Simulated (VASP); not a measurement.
A run of VASP 6.6.1 is set up as follows.

Contents of INCAR:

```
SYSTEM = Sb
PREC = Accurate
ENCUT = 600
EDIFF = 1E-6
ISMEAR = -1
SIGMA = 0.08
LREAL = .False.
LASPH = .True.
NELM = 100
ALGO = Normal
ISIF = 3
LWAVE = .False.
LCHARG = .False.
GGA = PE
IBRION = 2
NSW = 60
EDIFFG = -0.005
PSTRESS = 490.0
```

Contents of KPOINTS:

```
Automatic mesh
0
Gamma
  15 15 15
  0 0 0
```

File POSCAR:

```
Sb
1.0
    0.0000000000      2.1213677610      2.1213677610
    2.1213677610      0.0000000000      2.1213677610
    2.1213677610      2.1213677610      0.0000000000
Sb
1
Direct
    0.0000000000      0.0000000000      0.0000000000
```

Potentials or basis: VASP PAW PBE potentials, release 64 (Sb).

Launch:

```bash
$ cat potpaw_PBE.64/Sb/POTCAR > POTCAR
$ mpirun -np 1 vasp_std > vasp.out
```

(1) Predict the relaxed cell.

(2) What does it give for the band gap on the k mesh?

(3) Estimate the relaxed volume.

(4) Predict the space group after relaxing (to 0.1 Å).

Answers

(1) a = 3.002 Å, b = 3.002 Å, c = 3.002 Å, α = 60.00°, β = 60.00°, γ = 60.00°.

(2) zero (an odd number of electrons rules out a gap without spin polarisation).

(3) 19.13 Å³/atom.

(4) Fm-3m (No. 225).

Caveat: the cell is relaxed towards a set pressure, so the run minimises the enthalpy, not the energy; spin-orbit coupling is left out, which moves the levels of the heavy elements.
